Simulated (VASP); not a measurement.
Runs of VASP 6.6.1 on PbSe. The structure is that of space group Fm-3m (No. 225), or close to it. The cells are those of the table. 

```csv
level,cell,gap on the mesh (eV),pressure (GPa)
PBE,"a = 4.350, b = 4.350, c = 4.324 Å, angles 60.2, 60.2, 59.6°, 2 atoms",0.32,1.9
PBE,"a = 4.385, b = 4.385, c = 4.412 Å, angles 59.8, 59.8, 60.4°, 2 atoms",0.43,0.1
PBE,"a = 4.368 Å, angles 60.0°, 2 atoms",(a),(b)
r2SCAN,"a = 4.300, b = 4.300, c = 4.193 Å, angles 60.8, 60.8, 58.4°, 2 atoms",0.33,4.9
PBE,"a = 4.300, b = 4.300, c = 4.193 Å, angles 60.8, 60.8, 58.4°, 2 atoms",0.06,5.7
```

Alike in all rows: task single point; potentials or basis VASP PAW PBE potentials, release 64 (Pb_d, Se); no spin polarisation; k mesh 8 × 8 × 8; cutoff (eV) 520; smearing fermi-dirac 0.02 eV.

Question: Fill in the values left out.

Answer: (a) 0.38; (b) 0.9.

Caveats: spin-orbit coupling is left out, which moves the levels of the heavy elements; the PAW data sets were made with another functional, which shifts forces and pressure a little (some runs).

A k mesh can miss the band edges, and the runs leave out spin-orbit coupling on Pb, Se.
